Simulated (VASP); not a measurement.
# Sn (I4_1/amd) in VASP: notebook

Sn is run at these levels: PBE; tasks: single point.

All numbers are computed with VASP 6.6.1; they aren't measurements. Logs are shortened: lines on timing, memory, paths and dates and some standing lists are left out, and cuts for length are marked.

## 1. The cell of the first run

The structure is tetragonal, space group I4_1/amd (No. 141). Conventional cell: a = 5.113 Å, b = 5.113 Å, c = 5.640 Å, α = 90.00°, β = 90.00°, γ = 90.00°. Within 3.8 Å of Sn (site symmetry -4m2) lie 4 Sn at 2.92 Å.

## 2. Single point, PBE

Input file INCAR:

```
PREC = Accurate
ENCUT = 520
EDIFF = 1E-6
ISMEAR = 0
SIGMA = 0.15
LREAL = False
LASPH = True
NELM = 80
ALGO = Fast
ISIF = 2
LWAVE = False
LCHARG = False
GGA = PE
NBANDS = 21
```

Input file KPOINTS:

```
regular mesh
0
Gamma
  18 18 18
```

Input file POSCAR:

```
Sn
1.0
    0.0000000000      3.6155224952      2.8201075462
    3.6155224952      0.0000000000      2.8201075462
    3.6155224952      3.6155224952      0.0000000000
Sn
2
Direct
    0.5000000000      0.5000000000      0.5000000000
    0.7500000000      0.7500000000      0.7500000000
```

Potentials or basis: VASP PAW PBE potentials, release 64 (Sn_d).

Launch:

```sh
> cat potpaw_PBE.64/Sn_d/POTCAR > POTCAR
> mpirun -np 1 vasp_std > vasp.out
```

OUTCAR:

```text
PREC = Accurate
   ENCUT = 520
   EDIFF = 1E-6
   ISMEAR = 0
   LREAL = False
   LASPH = True
   NELM = 80
   ISIF = 2
   GGA = PE

 ion  position               nearest neighbor table
   1  0.500  0.500  0.500-   2 2.92   2 2.92   2 2.92   2 2.92
   2  0.750  0.750  0.750-   1 2.92   1 2.92   1 2.92   1 2.92

  LATTYP: Found a body centered tetragonal cell.
 ALAT       =     5.1131209478
 C/A-ratio  =     1.1030865786

  Lattice vectors:

 A1 = (   0.0000000000,  -3.6155224952,  -2.8201075462)
 A2 = (   0.0000000000,   3.6155224952,  -2.8201075462)
 A3 = (   3.6155224952,   0.0000000000,   2.8201075462)

Analysis of symmetry for initial positions (statically):
=====================================================================
 Subroutine PRICEL returns:
 Original cell was already a primitive cell.

 Routine SETGRP: Setting up the symmetry group for a
 body centered tetragonal supercell.

 Subroutine GETGRP returns: Found 16 space group operations
 (whereof  8 operations were pure point group operations)
 out of a pool of 16 trial point group operations.

The static configuration has the point symmetry D_2d.
 The point group associated with its full space group is D_4h.

Analysis of symmetry for dynamics (positions and initial velocities):
=====================================================================
 Subroutine PRICEL returns:
 Original cell was already a primitive cell.

 Routine SETGRP: Setting up the symmetry group for a
 body centered tetragonal supercell.

 Subroutine GETGRP returns: Found 16 space group operations
 (whereof  8 operations were pure point group operations)
 out of a pool of 16 trial point group operations.

The dynamic configuration has the point symmetry D_2d.
 The point group associated with its full space group is D_4h.

 Subroutine INISYM returns: Found 16 space group operations
 (whereof  8 operations are pure point group operations),
 and found     1 'primitive' translations

----------------------------------------------------------------------------------------

                                     Primitive cell

  volume of cell :      73.7289

  direct lattice vectors                    reciprocal lattice vectors
     0.000000000  3.615522495  2.820107546    -0.138292598  0.138292598  0.177298203
     3.615522495  0.000000000  2.820107546     0.138292598 -0.138292598  0.177298203
     3.615522495  3.615522495  0.000000000     0.138292598  0.138292598 -0.177298203

  length of vectors
[... 81 lines left out ...]
   NELM   =     80;   NELMIN=  2; NELMDL= -5     # of ELM steps
   EDIFF  = 0.1E-05   stopping-criterion for ELM
   LREAL  =      F    real-space projection
   EDIFFG = 0.1E-04   stopping-criterion for IOM
   NSW    =      0    number of steps for IOM
   IBRION =     -1    ionic relax: 0-MD 1-quasi-New 2-CG
   NFREE  =      0    steps in history (QN), initial steepest desc. (CG)
   ISIF   =      2    stress and relaxation
   ISYM   =      2    0-nonsym 1-usesym 2-fastsym
   POTIM  = 0.5000    time-step for ionic-motion
   TEBEG  =    0.0;   TEEND  =   0.0 temperature during run
   PSTRESS=    0.0 pullay stress
   NELECT =      28.0000    total number of electrons
   NUPDOWN=      -1.0000    fix difference up-down
   EMIN   =  10.00;   EMAX   =-10.00  energy-range for DOS
   EFERMI =   0.00;   METHOD = LEGACY
   ISMEAR =     0;   SIGMA  =   0.15  broadening in eV -4-tet -1-fermi 0-gaus
   EFERMI_NEDOS =   21; number of points for ismear=-14 and -15
   IALGO  =     68    algorithm
   IMIX   =      4    mixing-type and parameters
     AMIX     =   0.40;   BMIX     =  1.00
     AMIX_MAG =   1.60;   BMIX_MAG =  1.00
  volume/ion in A,a.u.               =      36.86       248.77
  Fermi-wavevector in a.u.,A,eV,Ry     =   1.185536  2.240339 19.122943  1.405497
  Thomas-Fermi vector in A             =   2.321728
   LORBIT       =      0    0 simple, 1 ext, 2 COOP (PROOUT), +10 PAW based schemes
   GGA     = PE    functional components
   LHFCALC =     F    Hartree Fock is set to
   AEXX    =    0.0000 exact exchange contribution
   IVDW    =     0    specifies the selected vdW correction
   LEPSILON=     F    determine dielectric tensor
   LRPA    =     F    only Hartree local field effects (RPA)
 non-spin polarized calculation
 RMM-DIIS sequential band-by-band and
 Gauss-broadening in eV      SIGMA  =   0.15
  energy-cutoff  :      520.00
  volume of cell :       73.73
 maximum number of plane-waves:      2013
 NGX is ok and might be reduce to    36

 number of electron      27.9999996 magnetization

 Free energy of the ion-electron system (eV)
  ---------------------------------------------------
  ext. energy  EPLUGINS =         0.00000000
  ---------------------------------------------------
  free energy    TOTEN  =        -7.50663698 eV

  energy without entropy =       -7.50101619  energy(sigma->0) =       -7.50382659

 E-fermi :   4.8231     XC(G=0):  -8.6234

 val. band max:        4.8110823353   @ k =   0.3889   0.0000   0.0556
 cond. band min:       4.8374483218   @ k =  -0.3889   0.0000   0.0556
 fundamental gap:      0.0263659865
 Fermi energy:         4.8231375857

 k-point     1 :       0.0000    0.0000    0.0000
  band No.  band energies     occupation
      1     -16.7222      2.00000
      2     -16.6499      2.00000
      3     -16.6499      2.00000
      4     -16.6375      2.00000
      5     -16.6171      2.00000
      6     -16.4659      2.00000
[... 565 lines left out ...]
     20      11.0737      0.00000
     21      12.3225      0.00000

 [... further k-points ...]

------------------------ aborting loop because EDIFF is reached ----------------------------------------

  FORCE on cell =-STRESS in cart. coord.  units (eV):
  Direction    XX          YY          ZZ          XY          YZ          ZX
  --------------------------------------------------------------------------------------
  -------------------------------------------------------------------------------------
  Total       -0.8683016     -0.8683016      0.8292017      0.0000000      0.0000000      0.0000000
  in kB      -18.8687604    -18.8687604     18.0190956      0.0000000      0.0000000      0.0000000
  external PRESSURE =      -6.5728084 kB  Pullay stress =       0.0000000 kB

 VOLUME and BASIS-vectors are now :
 -----------------------------------------------------------------------------
  energy-cutoff  :      520.00
  volume of cell :       73.73
      direct lattice vectors                 reciprocal lattice vectors
     0.000000000  3.615522495  2.820107546    -0.138292598  0.138292598  0.177298203
     3.615522495  0.000000000  2.820107546     0.138292598 -0.138292598  0.177298203
     3.615522495  3.615522495  0.000000000     0.138292598  0.138292598 -0.177298203

 POSITION                                       TOTAL-FORCE (eV/Angst)
 -----------------------------------------------------------------------------------
      3.61552      3.61552      2.82011         0.000000      0.000000      0.000000
      5.42328      5.42328      4.23016        -0.000000     -0.000000     -0.000000
 -----------------------------------------------------------------------------------
    total drift:                                0.000000      0.000000      0.000000

  FREE ENERGIE OF THE ION-ELECTRON SYSTEM (eV)
  ---------------------------------------------------
  free  energy   TOTEN  =        -7.5066369826 eV

  energy  without entropy=       -7.5010161947  energy(sigma->0) =       -7.50382659
```

stdout:

```text
POSCAR found type information on POSCAR Sn
 POSCAR found :  1 types and       2 ions
 scaLAPACK will be used
 LDA part: xc-table for (Slater+PW92), standard interpolation
 POSCAR, INCAR and KPOINTS ok, starting setup
 FFT: planning ... GRIDC
 FFT: planning ... GRID_SOFT
 FFT: planning ... GRID
 WAVECAR not read
 entering main loop
WARNING in EDDRMM: call to ZHEGV failed, returncode =   6  3     20
```

It took 5.4 min on 1 thread of Intel Xeon 6975P-C (Granite Rapids), shared host; peak memory 0.66 GiB.

What came out:

| Quantity | Value |
| --- | --- |
| Free energy | -7.5066 eV |
| Pressure | -0.7 GPa |
| Band gap on the k mesh | zero (bands 14 and 15 overlap by 0.68 eV) |

Caveat: spin-orbit coupling is left out, which moves the levels of the heavy elements.

## 3. Single point, PBE

This run uses another cell than the first one, of the same volume but with other edges.

Input file INCAR:

```
SYSTEM = Sn
ALGO     = Fast           ! electronic algorithm
EDIFF    = 1E-6           ! SCF threshold, eV
ENCUT    = 520            ! plane-wave cutoff, eV
GGA      = PE             ! functional
ISIF     = 2              ! what is computed and relaxed
ISMEAR   = 0              ! smearing method
LASPH    = .TRUE.         ! aspherical terms in the spheres
LCHARG   = .TRUE.         ! write CHGCAR
LELF     = .TRUE.         ! ELF
LREAL    = .FALSE.        ! projectors in reciprocal space
LVHAR    = .TRUE.       
LWAVE    = .FALSE.        ! write WAVECAR
NBANDS   = 21             ! bands
NELM     = 60             ! most SCF steps
PREC     = Accurate       ! precision mode
SIGMA    = 0.15           ! smearing width, eV
```

Input file KPOINTS:

```
k-points
0
G
  18 18 18
  0 0 0
```

Input file POSCAR:

```
Sn
1.0
    0.0000000000      3.7359076399      2.6412867014
    3.7359076399      0.0000000000      2.6412867014
    3.7359076399      3.7359076399      0.0000000000
Sn
2
Direct
    0.5000000000      0.5000000000      0.5000000000
    0.7500000000      0.7500000000      0.7500000000
```

Potentials or basis: VASP PAW PBE potentials, release 64 (Sn_d).

Launch:

```sh
> cat potpaw_PBE.64/Sn_d/POTCAR > POTCAR
> mpirun -np 1 vasp_std > vasp.out
```

Wall time 4.5 min (1 thread of Intel Xeon 6975P-C (Granite Rapids), shared host); peak memory 0.67 GiB.

Results (log left out):

```yaml
Free_energy: -7.3962 eV
Pressure: -1.4 GPa
Band_gap_on_the_k_mesh: zero (bands 14 and 15 overlap by 1.21 eV)
```

Stress tensor (GPa, compression positive):
```
-2.56  0.00  0.00
 0.00 -2.56  0.00
 0.00  0.00  1.04
```

Levels at points of the mesh, in eV from the Fermi level:
| k point | band 10 | band 11 | band 12 | band 13 | band 14 | band 15 | band 16 | band 17 | band 18 | band 19 |
| --- | --- | --- | --- | --- | --- | --- | --- | --- | --- | --- |
| (0.00, 0.00, 0.00) | -21.10 | -9.83 | -1.61 | -0.33 | -0.33 | 1.28 | 1.82 | 3.20 | 3.20 | 5.32 |
| (0.50, 0.00, 0.00) | -21.12 | -8.29 | -5.85 | -1.61 | -0.79 | -0.15 | 2.68 | 3.85 | 6.26 | 6.99 |
| (0.50, 0.50, 0.00) | -21.24 | -6.48 | -6.48 | -2.96 | -2.96 | 0.18 | 0.18 | 7.47 | 7.47 | 8.63 |
| (0.50, 0.00, 0.50) | -21.14 | -7.35 | -7.35 | -1.14 | -1.14 | 1.75 | 1.75 | 5.19 | 5.19 | 6.58 |

Caveat: spin-orbit coupling is left out, which moves the levels of the heavy elements.

## 4. Single point, PBE

This run uses another cell than the first one, of the same volume but with other edges.

Input file INCAR:

```
SYSTEM = Sn
PREC     = Accurate       ! precision mode
ENCUT    = 520            ! plane-wave cutoff, eV
EDIFF    = 1E-7           ! SCF threshold, eV
ISMEAR   = 0              ! smearing method
SIGMA    = 0.15           ! smearing width, eV
LREAL    = .False.        ! projectors in reciprocal space
LASPH    = .True.         ! aspherical terms in the spheres
NELM     = 100            ! most SCF steps
ALGO     = Fast           ! electronic algorithm
ISIF     = 2              ! what is computed and relaxed
LWAVE    = .False.        ! write WAVECAR
LCHARG   = .False.        ! write CHGCAR
GGA      = PE             ! functional
NBANDS   = 21             ! bands
```

Input file KPOINTS:

```
regular mesh
0
Gamma
  18 18 18
  0 0 0
```

Input file POSCAR:

```
Sn
1.0
    0.0000000000      2.9651918588      4.1927812884
    2.9651918588      0.0000000000      4.1927812884
    2.9651918588      2.9651918588      0.0000000000
Sn
2
Direct
    0.5000000000      0.5000000000      0.5000000000
    0.7500000000      0.7500000000      0.7500000000
```

Launch:

```sh
> cat potpaw_PBE.64/Sn_d/POTCAR > POTCAR
> mpirun -np 1 vasp_std > vasp.out
```

Wall time 6.1 min (1 thread of Intel Xeon 6975P-C (Granite Rapids), shared host); peak memory 0.67 GiB.

The run converged. Its results:

```yaml
Free_energy: -7.1867 eV
Pressure: -0.3 GPa
Band_gap_on_the_k_mesh: zero (bands 14 and 15 overlap by 1.09 eV)
```

Stress tensor (GPa, compression positive):
```
 1.65  0.00  0.00
 0.00  1.65  0.00
 0.00  0.00 -4.32
```

Levels at points of the mesh, in eV from the Fermi level:
| k point | band 12 | band 13 | band 14 | band 15 | band 16 | band 17 |
| --- | --- | --- | --- | --- | --- | --- |
| (0.00, 0.00, 0.00) | -2.38 | -1.84 | 0.94 | 0.94 | 2.00 | 2.00 |
| (0.50, 0.00, 0.00) | -6.14 | -2.20 | -1.29 | 0.41 | 3.66 | 3.76 |
| (0.50, 0.50, 0.00) | -8.03 | -0.87 | -0.87 | 2.26 | 2.26 | 6.25 |
| (0.50, 0.00, 0.50) | -6.86 | -2.60 | -2.60 | 0.09 | 0.09 | 4.84 |

Caveat: spin-orbit coupling is left out, which moves the levels of the heavy elements.

## 5. Overview

| cell | further INCAR settings | gap on the mesh (eV) | pressure (GPa) |
| --- | --- | --- | --- |
| a = 4.585, b = 4.585, c = 5.113 Å, angles 56.1, 56.1, 67.8°, 2 atoms | ALGO = Fast; EDIFF = 1e-06; NBANDS = 21 | none | -0.7 |
| a = 4.575, b = 4.575, c = 5.283 Å, angles 54.7, 54.7, 70.5°, 2 atoms | ALGO = Fast; EDIFF = 1e-06; NBANDS = 21 | none | -1.4 |
| a = 5.135, b = 5.135, c = 4.193 Å, angles 65.9, 65.9, 48.2°, 2 atoms | ALGO = Fast; EDIFF = 1e-07; NBANDS = 21 | none | -0.3 |

Alike in all rows: task single point; level PBE; potentials or basis VASP PAW PBE potentials, release 64 (Sn_d); no spin polarisation; k mesh 18 × 18 × 18; cutoff (eV) 520; smearing gaussian 0.15 eV.

Caveats: spin-orbit coupling is left out, which moves the levels of the heavy elements.

Total energies depend on the potentials used, so only differences within one code and one set of settings carry meaning.
